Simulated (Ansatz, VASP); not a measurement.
TiGe6Mo2: VASP beside Ansatz

```xyz
9
Lattice="0.0000 4.1785 7.0952 2.3735 0.0000 7.0952 2.3735 4.1785 0.0000" Properties=species:S:1:pos:R:3 pbc="T T T"
Ti    0.0000    0.0000    0.0000
Ge    2.3735    5.5342    7.0952
Ge    2.3735    5.5340   11.8148
Ge    2.3735    5.5340    2.3756
Ge    2.3735    2.8228    7.0952
Ge    2.3735    2.8231   11.8148
Ge    2.3735    2.8231    2.3756
Mo    2.3735    4.1785    4.7215
Mo    2.3735    4.1785    9.4689
```

Alike in both runs: task single point; functional PBE; k mesh 4 × 4 × 4; occupations gaussian, width 0.1 eV; no spin polarisation.

|  | VASP | Ansatz |
| --- | --- | --- |
| version | VASP 6.6.1 | Ansatz 0.2.0 |
| potentials or method | VASP PAW PBE potentials, release 64 (Ti_sv, Ge_d, Mo_sv), cutoff 520 eV | scalar-relativistic, plane waves, PAW |
| valence electrons in the cell | 124 | 124 |

```tsv
	VASP	Ansatz	Ansatz less VASP
gap on the k mesh at the Fermi level (eV)	none	none	-
pressure (GPa)	0.3	0.0	-0.28
traceless stress, the component that is largest in VASP (GPa)	-0.62	-0.63	-0.011
rms of the force components (eV/Å)	0.040	0.040	+0.0002
```

Atom by atom the forces differ by 0.003 eV/Å (rms over components). A gap of «none» marks a metal or a gap that the smearing closes. With one functional, cell and mesh, what is left measures potentials, basis and numerics.

The k mesh is coarse, so the values compare programs but aren't converged.
